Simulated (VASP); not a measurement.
Set up this calculation in VASP 6.6.1, as the native input.

- Task: single point
- Functional: PBE
- Dispersion: D4
- Potentials or basis: VASP PAW PBE potentials, release 64 (K_sv, Nb_sv, O)
- Cutoff: 600 eV
- k mesh: 4 × 4 × 4
- Occupations: gaussian, width 0.1 eV
- Spin: no spin polarisation
- Dipole correction: no
- Further INCAR settings: ALGO = Normal; EDIFF = 1e-06; NBANDS = 28

The structure of KNbO3 lies in POSCAR:

```
KNbO3
1.0
    4.0129726800      0.0000000000      0.0000000000
    0.0000000000      4.0129726800      0.0000000000
    0.0000000000      0.0000000000      4.1102918300
K Nb O
1 1 3
Direct
    0.5000000000      0.5000000000      0.4999545100
    0.0000000000      0.0000000000      0.0149157700
    0.5000000000      0.0000000000      0.9741423400
    0.0000000000      0.5000000000      0.9741423400
    0.0000000000      0.0000000000      0.4716460400
```

One way to write it, as run:

INCAR

```
SYSTEM = KNbO3
ALGO = Normal ; EDIFF = 1E-6
ENCUT = 600 ; GGA = PE
GGA_COMPAT = .FALSE. ; ISIF = 2
ISMEAR = 0 ; IVDW = 13
LASPH = .TRUE. ; LCHARG = .TRUE.
LELF = .TRUE. ; LREAL = .FALSE.
LVHAR = .TRUE. ; LWAVE = .FALSE.
NBANDS = 28 ; NELM = 120
PREC = Accurate ; SIGMA = 0.1
```

KPOINTS

```
k-points
0
G
  4 4 4
  0 0 0
```

Potentials or basis: VASP PAW PBE potentials, release 64 (K_sv, Nb_sv, O).

Command:

```bash
$ cat potpaw_PBE.64/K_sv/POTCAR potpaw_PBE.64/Nb_sv/POTCAR potpaw_PBE.64/O/POTCAR > POTCAR
$ mpirun -np 1 vasp_std > vasp.out
```

Results of the run:

The pressure is -2.7 GPa, the largest force is 0.407 eV/Å and the band gap on the k mesh is 1.54 eV (least direct gap 2.39 eV). The dispersion energy per atom is -0.162 eV.

Run time: 36 s on 1 thread of Intel(R) Xeon(R) Platinum 8259CL CPU @ 2.50GHz (Skylake/Cascade Lake), with other jobs on the host, peak memory 0.2 GiB.
